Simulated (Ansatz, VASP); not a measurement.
## One calculation of W, two programs

File INCAR:

```
PREC     = Accurate       # precision mode
ENCUT    = 520            # plane-wave cutoff, eV
EDIFF    = 1E-7           # SCF threshold, eV
ISMEAR   = -1             # smearing method
SIGMA    = 0.3            # smearing width, eV
LREAL    = False          # projectors in reciprocal space
LASPH    = True           # aspherical terms in the spheres
NELM     = 100            # most SCF steps
ALGO     = Normal         # electronic algorithm
ISIF     = 2              # what is computed and relaxed
LWAVE    = False          # write WAVECAR
LCHARG   = False          # write CHGCAR
NBANDS   = 13             # bands
```

File KPOINTS:

```
Automatic mesh
0
Gamma
  14 14 14
```

File POSCAR:

```
W
1.0
   -1.5676867250      1.5676867250      1.5676867250
    1.5676867250     -1.5676867250      1.5676867250
    1.5676867250      1.5676867250     -1.5676867250
W
1
Direct
    0.0000000000      0.0000000000      0.0000000000
```

Input for Ansatz:

```yaml
crystal:
  lattice:
    - [-1.567686725, 1.567686725, 1.567686725]
    - [1.567686725, -1.567686725, 1.567686725]
    - [1.567686725, 1.567686725, -1.567686725]
  atoms:
    - { symbol: W, position: [0.0, 0.0, 0.0] }
hamiltonian:
  xc: lda
  pseudopotentials:
    kind: paw
    azcp:
      W: "pseudopotentials/W.paw.azcp"
basis:
  ecutwfc: 420
  fft_grid_basis: typed
kpoints:
  mp_grid: { grid: [14, 14, 14], shift: [0, 0, 0] }
magnetization:
  spin_polarized: false
scf:
  occupations: { method: fermi_dirac, width: 0.3 }
  lower_state_search: "off"
output:
  stress: true
```

Alike in both runs: task single point; functional LDA; k mesh 14 × 14 × 14; occupations fermi-dirac, width 0.3 eV; no spin polarisation.

|  | VASP | Ansatz |
| --- | --- | --- |
| version | VASP 6.6.1 | Ansatz 0.2.0 |
| potentials or method | VASP PAW LDA potentials, release 64 (W_sv), cutoff 520 eV | plane waves (420 eV) with PAW, scalar-relativistic |
| valence electrons in the cell | 14 | 14 |

|  | VASP | Ansatz | Ansatz less VASP |
| --- | --- | --- | --- |
| pressure (GPa) | 2.4 | 0.5 | -1.97 |

Ansatz warns that its potentials were made for another functional, while VASP's fit it. LDA's correlation is that of Perdew and Zunger in VASP and of Perdew and Wang (1992) in Ansatz.

Spin-orbit coupling is off throughout.
